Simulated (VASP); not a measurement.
Input of a VASP 6.6.1 run:

File INCAR:

```
PREC = Accurate ; ENCUT = 600
EDIFF = 1E-6 ; ISMEAR = 0
SIGMA = 0.01 ; LREAL = F
LASPH = T ; NELM = 120
ALGO = Normal ; ISIF = 2
LWAVE = F ; LCHARG = T
GGA = PS ; LELF = T
LVHAR = T ; NBANDS = 25
GGA_COMPAT = F
```

The input KPOINTS:

```
regular mesh
0
Gamma
  6 6 4
```

Contents of POSCAR:

```
CdH2O2
1.0
    3.8140486195      0.0000000000      0.0000000000
   -1.9070243097      3.3030613409      0.0000000000
    0.0000000000      0.0000000000      4.4115811153
Cd H O
1 2 2
Direct
    0.3333333333      0.6666666667      0.9873000000
    0.0000000000      0.0000000000      0.0080800000
    0.6666666667      0.3333333333      0.4318900000
    0.0000000000      0.0000000000      0.7861900000
    0.6666666667      0.3333333333      0.2118900000
```

Potentials or basis: VASP PAW PBE potentials, release 64 (Cd_sv_GW, H, O).

Command:

```bash
$ cat potpaw_PBE.64/Cd_sv_GW/POTCAR potpaw_PBE.64/H/POTCAR potpaw_PBE.64/O/POTCAR > POTCAR
$ mpirun -np 1 vasp_std > vasp.out
```

(1) Estimate the pressure.

(2) What does it give for the largest force?

(3) What does it give for the band gap on the k mesh?

## Answers

(1) -2.9 GPa.

(2) 0.791 eV/Å.

(3) 1.17 eV, indirect (least direct gap 1.71 eV).

Caveat: the PAW data sets were made with another functional, which shifts forces and pressure a little.
